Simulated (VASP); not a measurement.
Write the native input for VASP 6.6.1 that does the following.

- Task: relaxation of cell and atoms
- Functional: LDA
- Potentials or basis: VASP PAW LDA potentials, release 64 (Al, N)
- Cutoff: 600 eV
- k mesh: 6 × 6 × 4
- Occupations: gaussian, width 0.01 eV
- Spin: no spin polarisation
- Dipole correction: no
- Further INCAR settings: ALGO = Normal; EDIFF = 1e-06; IBRION = 2; EDIFFG = -0.01; NSW = 80; ISIF = 3

The structure of AlN lies in POSCAR:

```
AlN
1.0
    3.3121157400      0.0000000000      0.0000000000
   -1.6560578700      2.8683763711      0.0000000000
    0.0000000000      0.0000000000      4.1875630000
Al N
2 2
Direct
    0.3333333333      0.6666666667      0.7500000000
    0.6666666667      0.3333333333      0.2500000000
    0.3333333333      0.6666666667      0.2500000000
    0.6666666667      0.3333333333      0.7500000000
```

The input as run:

INCAR

```
PREC = Accurate ; ENCUT = 600
EDIFF = 1E-6 ; ISMEAR = 0
SIGMA = 0.01 ; LREAL = F
LASPH = T ; NELM = 100
ALGO = Normal ; ISIF = 3
LWAVE = F ; LCHARG = F
GGA = CA ; IBRION = 2
NSW = 80 ; EDIFFG = -0.01
```

KPOINTS

```
Automatic mesh
0
Gamma
  6 6 4
```

Potentials or basis: VASP PAW LDA potentials, release 64 (Al, N).

The run is started by

```bash
$ cat potpaw_LDA.64/Al/POTCAR potpaw_LDA.64/N/POTCAR > POTCAR
$ mpirun -np 1 vasp_std > vasp.out
```

Results of the run:

```
Relaxed volume                         : 9.55 Å³/atom
Relaxed cell                           : a = 3.279 Å, b = 3.279 Å, c = 4.102 Å, α = 90.00°, β = 90.00°, γ = 120.00°
Space group after relaxing (to 0.05 Å) : P6_3/mmc (No. 194)
Energy gained by relaxing              : 10.8 meV/atom
Ionic steps                            : 9
Pressure after relaxing                : 0.0 GPa
Band gap on the k mesh                 : 3.61 eV, direct
```

It took 35 s on 1 thread of Intel Xeon 6975P-C, with other jobs on the host, peak memory 0.15 GiB.
